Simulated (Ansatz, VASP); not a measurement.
Two plane-wave programs on Na

POSCAR

```
Na
1.0
    3.8408815021      0.0000000000      0.0000000000
   -1.9204407510      3.3263009538      0.0000000000
    0.0000000000      0.0000000000      6.2746973092
Na
2
Direct
    0.6666666667      0.3333333333      0.7500000000
    0.3333333333      0.6666666667      0.2500000000
```

INCAR.step1

```
ALGO = Normal
EDIFF = 1E-4
ENCUT = 520
GGA = PE
ISMEAR = -1
LASPH = T
LCHARG = F
LREAL = F
LWAVE = T
NBANDS = 14
NELM = 80
PREC = Accurate
SIGMA = 0.05
```

File INCAR.step2:

```
ALGO = Normal
EDIFF = 1E-6
ENCUT = 520
ISIF = 2
ISMEAR = -1
ISTART = 1
LASPH = T
LCHARG = F
LMIXTAU = T
LREAL = F
LWAVE = F
METAGGA = R2SCAN
NBANDS = 14
NELM = 80
PREC = Accurate
SIGMA = 0.05
```

The input KPOINTS:

```
k-points
0
Gamma
  8 8 5
```

The input input.yaml:

```yaml
crystal:
  lattice:
    - [3.8408815021, 0.0, 0.0]
    - [-1.920440751, 3.3263009538, 0.0]
    - [0.0, 0.0, 6.2746973092]
  atoms:
    - { symbol: Na, position: [0.6666666667, 0.3333333333, 0.75] }
    - { symbol: Na, position: [0.3333333333, 0.6666666667, 0.25] }
hamiltonian:
  xc: r2scan
  pseudopotentials: { kind: paw }
kpoints:
  mp_grid: { grid: [8, 8, 5] }
scf:
  occupations: { method: fermi_dirac, width: 0.05 }
output:
  forces: true
  stress: true
  eigenvalues: true
```

Alike in both runs: task single point; functional r2SCAN; k mesh 8 × 8 × 5; occupations fermi-dirac, width 0.05 eV; no spin polarisation.

```csv
,VASP,Ansatz
version,VASP 6.6.1,Ansatz 0.2.0
potentials or method,"VASP PAW PBE potentials, release 64 (Na_pv)",Ansatz PAW
plane-wave cutoff (eV),520,500
valence electrons in the cell,14,18
```

VASP gave:

* gap on the k mesh at the Fermi level (eV): none
* pressure (GPa): -0.4
* traceless stress, the component that is largest in VASP (GPa): -0.11

Task: What did Ansatz give for the same quantities?

Result: gap on the k mesh at the Fermi level (eV): none; pressure (GPa): -0.4; traceless stress, the component that is largest in VASP (GPa): -0.15.

VASP's potentials were made for PBE, not for r2SCAN. A gap of «none» marks a metal or a gap that the smearing closes. The functional is the same, so the differences come from potentials, cutoffs and numerics. VASP's potentials hold 14 valence electrons a cell and Ansatz's 18, so a difference there can come from the potentials and not from the codes.
